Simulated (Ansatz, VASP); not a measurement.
One calculation of InSe, two programs

```xyz
8
Lattice="3.9663 0.0000 0.0000 -1.9832 3.4349 0.0000 0.0000 0.0000 16.4589" Properties=species:S:1:pos:R:3 pbc="T T T"
In    0.0000    2.2900    5.4859
In    1.9832    1.1450   13.7154
In    1.9832    1.1450   10.9730
In    0.0000    2.2900    2.7435
Se    0.0000    2.2900    9.7018
Se    1.9832    1.1450    1.4723
Se    1.9832    1.1450    6.7572
Se    0.0000    2.2900   14.9866
```

Alike in both runs: functional LDA; k mesh 12 × 12 × 4; occupations gaussian, width 0.01 eV; no spin polarisation.

Ansatz relaxed the structure, and its values are those at the end. VASP's run is a single point on that final structure, the one shown.

|  | VASP | Ansatz |
| --- | --- | --- |
| version | VASP 6.6.1 | Ansatz 0.2.0 |
| potentials or method | VASP PAW LDA potentials, release 64 (In_d, Se), cutoff 520 eV | scalar-relativistic, plane waves, PAW |
| valence electrons in the cell | 76 | 116 |

VASP gave:

```
gap on the k mesh at the Fermi level (eV) : 0.30
least direct gap on the mesh (eV)         : 0.30
pressure (GPa)                            : 0.1
rms of the force components (eV/Å)        : 0.013
```

Task: What did Ansatz give for the same quantities?

Result: gap on the k mesh at the Fermi level (eV): 0.28; least direct gap on the mesh (eV): 0.28; pressure (GPa): 0.0; rms of the force components (eV/Å): 0.001.

Ansatz warns that its potentials were made for another functional, while VASP's fit it. LDA's correlation is that of Perdew and Zunger in VASP and of Perdew and Wang (1992) in Ansatz. VASP's potentials hold 76 valence electrons a cell and Ansatz's 116, so a difference there can come from the potentials and not from the codes.
